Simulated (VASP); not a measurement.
# FeSi (P2_13) in VASP: further runs

The runs below take FeSi through single point, relaxation of the atoms, with r2SCAN.

Program: VASP 6.6.1. These are calculated values, not measurements. Logs are shortened: lines on timing, memory, paths and dates and some standing lists are left out, and cuts for length are marked.

## (1) The cell of the first run

Symmetry: P2_13, No. 198, cubic system. Conventional cell: a = 4.379 Å, b = 4.379 Å, c = 4.379 Å, α = 90.00°, β = 90.00°, γ = 90.00°. Within 3.0 Å of Fe (site symmetry 3) lie 7 Si at 2.24 to 2.45 Å and 6 Fe at 2.69 Å. Within 3.0 Å of Si (site symmetry 3) lie 7 Fe at 2.24 to 2.45 Å and 6 Si at 2.71 Å.

## (2) Single point, r2SCAN (10.49 Å³/atom)

Input file POSCAR:

```
FeSi
1.0
    4.3785712635      0.0000000000      0.0000000000
    0.0000000000      4.3785712635      0.0000000000
    0.0000000000      0.0000000000      4.3785712635
Fe Si
4 4
Direct
    0.1373065195      0.1373065195      0.1373065195
    0.3626934805      0.8626934805      0.6373065195
    0.6373065195      0.3626934805      0.8626934805
    0.8626934805      0.6373065195      0.3626934805
    0.8414764528      0.8414764528      0.8414764528
    0.6585235472      0.1585235472      0.3414764528
    0.3414764528      0.6585235472      0.1585235472
    0.1585235472      0.3414764528      0.6585235472
```

Input file INCAR.step1:

```
SYSTEM = FeSi
ALGO     = Normal         ! electronic algorithm
EDIFF    = 1E-4           ! SCF threshold, eV
ENCUT    = 520            ! plane-wave cutoff, eV
GGA      = PE             ! functional
ISMEAR   = 0              ! smearing method
LASPH    = .TRUE.         ! aspherical terms in the spheres
LCHARG   = .FALSE.        ! write CHGCAR
LREAL    = .FALSE.        ! projectors in reciprocal space
LWAVE    = .TRUE.         ! write WAVECAR
NBANDS   = 34             ! bands
NELM     = 100            ! most SCF steps
PREC     = Accurate       ! precision mode
SIGMA    = 0.05           ! smearing width, eV
```

Input file INCAR.step2:

```
SYSTEM = FeSi
ALGO     = Normal         ! electronic algorithm
EDIFF    = 1E-6           ! SCF threshold, eV
ENCUT    = 520            ! plane-wave cutoff, eV
ISIF     = 2              ! what is computed and relaxed
ISMEAR   = 0              ! smearing method
ISTART   = 1            
LASPH    = .TRUE.         ! aspherical terms in the spheres
LCHARG   = .FALSE.        ! write CHGCAR
LMIXTAU  = .TRUE.       
LREAL    = .FALSE.        ! projectors in reciprocal space
LWAVE    = .FALSE.        ! write WAVECAR
METAGGA  = R2SCAN         ! meta-GGA
NBANDS   = 34             ! bands
NELM     = 100            ! most SCF steps
PREC     = Accurate       ! precision mode
SIGMA    = 0.05           ! smearing width, eV
```

Input file KPOINTS:

```
k-points
0
G
  8 8 8
  0 0 0
```

Potentials or basis: VASP PAW PBE potentials, release 64 (Fe, Si).

Started as:

```
> cat potpaw_PBE.64/Fe/POTCAR potpaw_PBE.64/Si/POTCAR > POTCAR
> cp INCAR.step1 INCAR
> mpirun -np 1 vasp_std > vasp.out
> cp INCAR.step2 INCAR
> mpirun -np 1 vasp_std > vasp.out
```

OUTCAR:

```text
SYSTEM = FeSi
   EDIFF = 1E-6
   ENCUT = 520
   ISIF = 2
   ISMEAR = 0
   ISTART = 1
   LASPH = .TRUE.
   LREAL = .FALSE.
   METAGGA = R2SCAN
   NELM = 100
   PREC = Accurate

 ion  position               nearest neighbor table
   1  0.137  0.137  0.137-   5 2.24   6 2.28   7 2.28   8 2.28   7 2.45   8 2.45   6 2.45   3 2.69
                             4 2.69   2 2.69   2 2.69   4 2.69   3 2.69
   2  0.363  0.863  0.637-   6 2.24   5 2.28   7 2.28   8 2.28   7 2.45   8 2.45   5 2.45   1 2.69
                             1 2.69   3 2.69   3 2.69   4 2.69   4 2.69
   3  0.637  0.363  0.863-   7 2.24   6 2.28   5 2.28   8 2.28   8 2.45   6 2.45   5 2.45   1 2.69
                             4 2.69   2 2.69   2 2.69   4 2.69   1 2.69
   4  0.863  0.637  0.363-   8 2.24   6 2.28   7 2.28   5 2.28   6 2.45   5 2.45   7 2.45   1 2.69
                             3 2.69   2 2.69   1 2.69   2 2.69   3 2.69
   5  0.841  0.841  0.841-   1 2.24   2 2.28   3 2.28   4 2.28   3 2.45   4 2.45   2 2.45   6 2.71
                             7 2.71   8 2.71   6 2.71   8 2.71   7 2.71
   6  0.659  0.159  0.341-   2 2.24   1 2.28   3 2.28   4 2.28   3 2.45   4 2.45   1 2.45   8 2.71
                             5 2.71   5 2.71   7 2.71   7 2.71   8 2.71
   7  0.341  0.659  0.159-   3 2.24   2 2.28   1 2.28   4 2.28   4 2.45   2 2.45   1 2.45   8 2.71
                             5 2.71   8 2.71   6 2.71   6 2.71   5 2.71
   8  0.159  0.341  0.659-   4 2.24   2 2.28   3 2.28   1 2.28   2 2.45   1 2.45   3 2.45   7 2.71
                             5 2.71   7 2.71   5 2.71   6 2.71   6 2.71

  LATTYP: Found a simple cubic cell.
 ALAT       =     4.3785712635

  Lattice vectors:

 A1 = (   4.3785712635,   0.0000000000,   0.0000000000)
 A2 = (   0.0000000000,   4.3785712635,   0.0000000000)
 A3 = (   0.0000000000,   0.0000000000,   4.3785712635)

Analysis of symmetry for initial positions (statically):
=====================================================================
 Subroutine PRICEL returns:
 Original cell was already a primitive cell.

 Routine SETGRP: Setting up the symmetry group for a
 simple cubic supercell.

 Subroutine GETGRP returns: Found 12 space group operations
 (whereof  3 operations were pure point group operations)
 out of a pool of 48 trial point group operations.

The static configuration has the point symmetry C_3 .
 The point group associated with its full space group is T   .

Analysis of symmetry for dynamics (positions and initial velocities):
=====================================================================
 Subroutine PRICEL returns:
 Original cell was already a primitive cell.

 Routine SETGRP: Setting up the symmetry group for a
 simple cubic supercell.

[... 128 lines left out ...]
   NELECT =      48.0000    total number of electrons
   NUPDOWN=      -1.0000    fix difference up-down
   EMIN   =  10.00;   EMAX   =-10.00  energy-range for DOS
   EFERMI =   0.00;   METHOD = LEGACY
   ISMEAR =     0;   SIGMA  =   0.05  broadening in eV -4-tet -1-fermi 0-gaus
   EFERMI_NEDOS =   21; number of points for ismear=-14 and -15
   IALGO  =     38    algorithm
   IMIX   =      4    mixing-type and parameters
     AMIX     =   0.40;   BMIX     =  1.00
     AMIX_MAG =   1.60;   BMIX_MAG =  1.00
  volume/ion in A,a.u.               =      10.49        70.81
  Fermi-wavevector in a.u.,A,eV,Ry     =   1.358802  2.567763 25.121017  1.846343
  Thomas-Fermi vector in A             =   2.485604
   LORBIT       =      0    0 simple, 1 ext, 2 COOP (PROOUT), +10 PAW based schemes
   METAGGA = R2SCAN    functional components
   LHFCALC =     F    Hartree Fock is set to
   AEXX    =    0.0000 exact exchange contribution
   IVDW    =     0    specifies the selected vdW correction
   LEPSILON=     F    determine dielectric tensor
   LRPA    =     F    only Hartree local field effects (RPA)
 non-spin polarized calculation
 Gauss-broadening in eV      SIGMA  =   0.05
  energy-cutoff  :      520.00
  volume of cell :       83.95
 maximum number of plane-waves:      2301
 NGX is ok and might be reduce to    36
   NGX = 17   NGY = 17   NGZ = 17

 number of electron      47.9999985 magnetization

 Free energy of the ion-electron system (eV)
  ---------------------------------------------------
  ext. energy  EPLUGINS =         0.00000000
  ---------------------------------------------------
  free energy    TOTEN  =       -94.74278242 eV

  energy without entropy =      -94.74278237  energy(sigma->0) =      -94.74278240

 E-fermi :  10.3859     XC(G=0): -14.0759

 val. band max:       10.2287616289   @ k =   0.3750   0.0000   0.0000
 cond. band min:      10.5527611479   @ k =   0.3750   0.1250   0.0000
 fundamental gap:      0.3239995190
 Fermi energy:        10.3859297900

 k-point     1 :       0.0000    0.0000    0.0000
  band No.  band energies     occupation
      1      -4.1138      2.00000
      2       1.7317      2.00000
      3       1.7317      2.00000
      4       1.7317      2.00000
      5       4.6823      2.00000
      6       4.6823      2.00000
[... 877 lines left out ...]
     33      15.0242      0.00000
     34      15.7440      0.00000

 [... further k-points ...]

------------------------ aborting loop because EDIFF is reached ----------------------------------------

  FORCE on cell =-STRESS in cart. coord.  units (eV):
  Direction    XX          YY          ZZ          XY          YZ          ZX
  --------------------------------------------------------------------------------------
  -------------------------------------------------------------------------------------
  Total        2.4664296      2.4664296      2.4664296     -0.0000000      0.0000000      0.0000000
  in kB       47.0741013     47.0741013     47.0741013     -0.0000000      0.0000000      0.0000000
  external PRESSURE =      47.0741013 kB  Pullay stress =       0.0000000 kB

 VOLUME and BASIS-vectors are now :
 -----------------------------------------------------------------------------
  energy-cutoff  :      520.00
  volume of cell :       83.95
      direct lattice vectors                 reciprocal lattice vectors
     4.378571263  0.000000000  0.000000000     0.228385000  0.000000000  0.000000000
     0.000000000  4.378571263  0.000000000     0.000000000  0.228385000  0.000000000
     0.000000000  0.000000000  4.378571263     0.000000000  0.000000000  0.228385000

 POSITION                                       TOTAL-FORCE (eV/Angst)
 -----------------------------------------------------------------------------------
      0.60121      0.60121      0.60121         0.024063      0.024063      0.024063
      1.58808      3.77736      2.79049        -0.024063     -0.024063      0.024063
      2.79049      1.58808      3.77736         0.024063     -0.024063     -0.024063
      3.77736      2.79049      1.58808        -0.024063      0.024063     -0.024063
      3.68446      3.68446      3.68446        -0.001957     -0.001957     -0.001957
      2.88339      0.69411      1.49518         0.001957      0.001957     -0.001957
      1.49518      2.88339      0.69411        -0.001957      0.001957      0.001957
      0.69411      1.49518      2.88339         0.001957     -0.001957      0.001957
 -----------------------------------------------------------------------------------
    total drift:                               -0.000001     -0.000001      0.000000

  FREE ENERGIE OF THE ION-ELECTRON SYSTEM (eV)
  ---------------------------------------------------
  free  energy   TOTEN  =       -94.7427824222 eV

  energy  without entropy=      -94.7427823709  energy(sigma->0) =      -94.74278240
```

OUTCAR.step1:

```text
SYSTEM = FeSi
   EDIFF = 1E-4
   ENCUT = 520
   GGA = PE
   ISMEAR = 0
   LASPH = .TRUE.
   LREAL = .FALSE.
   NELM = 100
[... 1141 lines left out ...]
      2.88339      0.69411      1.49518        -0.006138     -0.006138      0.006138
      1.49518      2.88339      0.69411         0.006138     -0.006138     -0.006138
      0.69411      1.49518      2.88339        -0.006138      0.006138     -0.006138
 -----------------------------------------------------------------------------------
    total drift:                               -0.000001     -0.000001      0.000000

  FREE ENERGIE OF THE ION-ELECTRON SYSTEM (eV)
  ---------------------------------------------------
  free  energy   TOTEN  =       -58.6386948092 eV

  energy  without entropy=      -58.6381801797  energy(sigma->0) =      -58.63843749
```

OSZICAR.step1:

```text
N       E                     dE             d eps       ncg     rms          rms(c)
DAV:   1     0.356952817114E+03    0.35695E+03   -0.19733E+04  3060   0.159E+03
DAV:   2    -0.345233624252E+02   -0.39148E+03   -0.37097E+03  3060   0.370E+02
DAV:   3    -0.649000525886E+02   -0.30377E+02   -0.27642E+02  3468   0.121E+02
DAV:   4    -0.664135840755E+02   -0.15135E+01   -0.14917E+01  4478   0.258E+01
DAV:   5    -0.664434807676E+02   -0.29897E-01   -0.29847E-01  4198   0.378E+00    0.338E+01
DAV:   6    -0.699872544546E+02   -0.35438E+01   -0.13824E+02  4604   0.142E+02    0.287E+01
DAV:   7    -0.588796566433E+02    0.11108E+02   -0.53094E+01  4290   0.101E+02    0.955E+00
DAV:   8    -0.587433790723E+02    0.13628E+00   -0.35272E+00  4304   0.128E+01    0.315E+00
DAV:   9    -0.586476120065E+02    0.95767E-01   -0.27659E-01  4880   0.573E+00    0.121E+00
DAV:  10    -0.586390100132E+02    0.86020E-02   -0.19941E-02  4464   0.110E+00    0.332E-01
DAV:  11    -0.586387892931E+02    0.22072E-03   -0.16407E-03  4340   0.390E-01    0.164E-01
DAV:  12    -0.586386948092E+02    0.94484E-04   -0.15536E-04  2142   0.146E-01
   1 F= -.58638695E+02 E0= -.58638437E+02  d E =-.514630E-03
```

Wall time 3.1 min (1 thread of Intel Xeon 6975P-C (Granite Rapids), shared host); peak memory 0.27 GiB.

Results:

```yaml
Free_energy: -94.7428 eV
Pressure: 4.7 GPa
Largest_force: 0.042 eV/Å
Band_gap_on_the_k_mesh: 0.32 eV (least direct gap 0.33 eV)
```

Forces in eV/Å, atoms in the order of the input:
```
Fe   0.024  0.024  0.024
Fe  -0.024 -0.024  0.024
Fe   0.024 -0.024 -0.024
Fe  -0.024  0.024 -0.024
Si  -0.002 -0.002 -0.002
Si   0.002  0.002 -0.002
Si  -0.002  0.002  0.002
Si   0.002 -0.002  0.002
```

Caveat: the cell stands under pressure; the PAW data sets were made with another functional, which shifts forces and pressure a little.

## (3) Single point, r2SCAN

This run uses another cell than the first one, of 11.00 Å³/atom.

Input file POSCAR:

```
FeSi
1.0
    4.4479762236      0.0000000000      0.0000000000
    0.0000000000      4.4479762236      0.0000000000
    0.0000000000      0.0000000000      4.4479762236
Fe Si
4 4
Direct
    0.1353307707      0.1353307707      0.1353307707
    0.3646692293      0.8646692293      0.6353307707
    0.6353307707      0.3646692293      0.8646692293
    0.8646692293      0.6353307707      0.3646692293
    0.8405001179      0.8405001179      0.8405001179
    0.6594998821      0.1594998821      0.3405001179
    0.3405001179      0.6594998821      0.1594998821
    0.1594998821      0.3405001179      0.6594998821
```

Input file INCAR.step1:

```
  ALGO = Normal
  EDIFF = 1E-4
  ENCUT = 520
  GGA = PE
  ISMEAR = 0
  LASPH = True
  LCHARG = False
  LREAL = False
  LWAVE = True
  NBANDS = 34
  NELM = 60
  PREC = Accurate
  SIGMA = 0.05
```

Input file INCAR.step2:

```
  ALGO = Normal
  EDIFF = 1E-6
  ENCUT = 520
  ISIF = 2
  ISMEAR = 0
  ISTART = 1
  LASPH = True
  LCHARG = False
  LMIXTAU = True
  LREAL = False
  LWAVE = False
  METAGGA = R2SCAN
  NBANDS = 34
  NELM = 60
  PREC = Accurate
  SIGMA = 0.05
```

Input file KPOINTS:

```
k-points
0
Gamma
  8 8 8
```

Potentials or basis: VASP PAW PBE potentials, release 64 (Fe, Si).

Started as:

```
> cat potpaw_PBE.64/Fe/POTCAR potpaw_PBE.64/Si/POTCAR > POTCAR
> cp INCAR.step1 INCAR
> mpirun -np 1 vasp_std > vasp.out
> cp INCAR.step2 INCAR
> mpirun -np 1 vasp_std > vasp.out
```

It took 3.2 min on 1 thread of Intel Xeon 6975P-C (Granite Rapids), shared host; peak memory 0.28 GiB.

The run converged. Its results:

```yaml
Free_energy: -94.7111 eV
Pressure: -6.5 GPa
Largest_force: 0.033 eV/Å
Band_gap_on_the_k_mesh: 0.33 eV (least direct gap 0.34 eV)
```

Forces on the atoms (eV/Å):
```
Fe   0.019  0.019  0.019
Fe  -0.019 -0.019  0.019
Fe   0.019 -0.019 -0.019
Fe  -0.019  0.019 -0.019
Si   0.001  0.001  0.001
Si  -0.001 -0.001  0.001
Si   0.001 -0.001 -0.001
Si  -0.001  0.001 -0.001
```

Levels at points of the mesh, in eV from the valence-band top:
```tsv
k point	band 21	band 22	band 23	band 24	band 25	band 26	band 27	band 28
(0.00, 0.00, 0.00)	-0.36	-0.36	-0.10	-0.10	0.82	0.82	0.82	3.26
(0.50, 0.00, 0.00)	-0.46	-0.46	-0.05	-0.05	0.38	0.38	1.91	1.91
(0.50, 0.50, 0.00)	-1.06	-1.06	-0.42	-0.42	0.80	0.80	1.51	1.51
(0.50, 0.50, 0.50)	-0.75	-0.75	-0.75	-0.75	0.72	0.72	0.72	0.72
```

Caveat: the cell stands under tension; the PAW data sets were made with another functional, which shifts forces and pressure a little.

## (4) Single point, r2SCAN (11.10 Å³/atom)

This run uses another cell than the first one, of 11.10 Å³/atom.

Input file POSCAR:

```
FeSi
1.0
    4.4610149581      0.0000000000      0.0000000000
    0.0000000000      4.4610149581      0.0000000000
    0.0000000000      0.0000000000      4.4610149581
Fe Si
4 4
Direct
    0.1349114062      0.1349114062      0.1349114062
    0.3650885938      0.8650885938      0.6349114062
    0.6349114062      0.3650885938      0.8650885938
    0.8650885938      0.6349114062      0.3650885938
    0.8402807799      0.8402807799      0.8402807799
    0.6597192201      0.1597192201      0.3402807799
    0.3402807799      0.6597192201      0.1597192201
    0.1597192201      0.3402807799      0.6597192201
```

Input file INCAR.step1:

```
PREC = Accurate ; ENCUT = 520
ISMEAR = 0 ; SIGMA = 0.05
LREAL = False ; LASPH = True
NELM = 80 ; NBANDS = 34
GGA = PE ; ALGO = Normal
EDIFF = 1E-4 ; LWAVE = True
LCHARG = False
```

Input file INCAR.step2:

```
PREC = Accurate ; ENCUT = 520
EDIFF = 1E-6 ; ISMEAR = 0
SIGMA = 0.05 ; LREAL = False
LASPH = True ; NELM = 80
ALGO = Normal ; ISIF = 2
LWAVE = False ; LCHARG = False
METAGGA = R2SCAN ; LMIXTAU = True
NBANDS = 34 ; ISTART = 1
```

Input file KPOINTS:

```
regular mesh
0
Gamma
  8 8 8
```

Started as:

```
> cat potpaw_PBE.64/Fe/POTCAR potpaw_PBE.64/Si/POTCAR > POTCAR
> cp INCAR.step1 INCAR
> mpirun -np 1 vasp_std > vasp.out
> cp INCAR.step2 INCAR
> mpirun -np 1 vasp_std > vasp.out
```

Wall time 3 min (1 thread of Intel Xeon 6975P-C (Granite Rapids), shared host); peak memory 0.28 GiB.

It converged, with:

```yaml
Free_energy: -94.6747 eV
Pressure: -8.3 GPa
Largest_force: 0.032 eV/Å
Band_gap_on_the_k_mesh: 0.33 eV (least direct gap 0.34 eV)
```

Forces on the atoms (eV/Å):
```
Fe   0.018  0.018  0.018
Fe  -0.018 -0.018  0.018
Fe   0.018 -0.018 -0.018
Fe  -0.018  0.018 -0.018
Si   0.002  0.002  0.002
Si  -0.002 -0.002  0.002
Si   0.002 -0.002 -0.002
Si  -0.002  0.002 -0.002
```

Levels at points of the mesh, in eV from the valence-band top:
```tsv
k point	band 20	band 21	band 22	band 23	band 24	band 25	band 26	band 27	band 28	band 29
(0.00, 0.00, 0.00)	-0.36	-0.36	-0.36	-0.10	-0.10	0.82	0.82	0.82	3.22	3.22
(0.50, 0.00, 0.00)	-1.31	-0.45	-0.45	-0.05	-0.05	0.38	0.38	1.89	1.89	2.38
(0.50, 0.50, 0.00)	-1.26	-1.04	-1.04	-0.41	-0.41	0.79	0.79	1.50	1.50	2.87
(0.50, 0.50, 0.50)	-0.76	-0.74	-0.74	-0.74	-0.74	0.71	0.71	0.71	0.71	6.07
```

Caveat: the cell stands under tension; the PAW data sets were made with another functional, which shifts forces and pressure a little.

(Part 1 of 2 ends here.)
